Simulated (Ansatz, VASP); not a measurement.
Hf: VASP beside Ansatz

Contents of INCAR:

```
SYSTEM = Hf
  PREC = Accurate
  ENCUT = 520
  EDIFF = 1E-6
  ISMEAR = -1
  SIGMA = 0.05
  LREAL = .False.
  LASPH = .True.
  NELM = 60
  ALGO = Fast
  ISIF = 2
  LWAVE = .False.
  LCHARG = .True.
  GGA = PS
  LELF = .True.
  LVHAR = .True.
  NBANDS = 22
```

KPOINTS

```
Automatic mesh
0
Gamma
  6 6 9
  0 0 0
```

File POSCAR:

```
Hf
1.0
    4.9623295440      0.0000000000      0.0000000000
   -2.4811647720      4.2975034470      0.0000000000
    0.0000000000      0.0000000000      3.0862322500
Hf
3
Direct
    0.0076580000      0.0089810000      0.0095940000
    0.3393230000      0.6644730000      0.4890650000
    0.6661210000      0.3289140000      0.5034020000
```

The input input.yaml:

```yaml
crystal:
  lattice:
    - [4.962329544, 0.0, 0.0]
    - [-2.481164772, 4.297503447, 0.0]
    - [0.0, 0.0, 3.08623225]
  atoms:
    - { symbol: Hf, position: [0.007658, 0.008981, 0.009594] }
    - { symbol: Hf, position: [0.339323, 0.664473, 0.489065] }
    - { symbol: Hf, position: [0.666121, 0.328914, 0.503402] }
kpoints:
  mp_grid: { grid: [6, 6, 9] }
scf:
  occupations: { method: fermi_dirac, width: 0.05 }
hamiltonian:
  xc: pbesol
  pseudopotentials: { kind: all_electron, lapw: { basis_error: 0.001 } }
output:
  forces: true
  stress: true
  eigenvalues: true
  populations: true
```

Change from the starting cell: atoms moved at random, drawn with an rms of 0.05 Å.

Alike in both runs: task single point; functional PBEsol; k mesh 6 × 6 × 9; occupations fermi-dirac, width 0.05 eV; no spin polarisation.

|  | VASP | Ansatz |
| --- | --- | --- |
| version | VASP 6.6.1 | Ansatz 0.2.0 |
| potentials or method | VASP PAW PBE potentials, release 64 (Hf_pv), cutoff 520 eV | all-electron LAPW, scalar-relativistic |

Ansatz gave:

| Item | Value |
| --- | --- |
| gap on the k mesh at the Fermi level (eV) | none |
| pressure (GPa) | -2.6 |
| traceless stress, the component that is largest in VASP (GPa) | 0.24 |
| rms of the force components (eV/Å) | 0.113 |

What did VASP give for the same quantities?

gap on the k mesh at the Fermi level (eV): none; pressure (GPa): -3.0; traceless stress, the component that is largest in VASP (GPa): 0.35; rms of the force components (eV/Å): 0.111.

VASP's potentials were made for PBE, not for PBEsol. Atom by atom the forces differ by 0.003 eV/Å (rms over components). A gap of «none» marks a metal or a gap that the smearing closes. Ansatz ran all-electron here, and VASP with PAW potentials.

Neither program's run includes spin-orbit coupling.
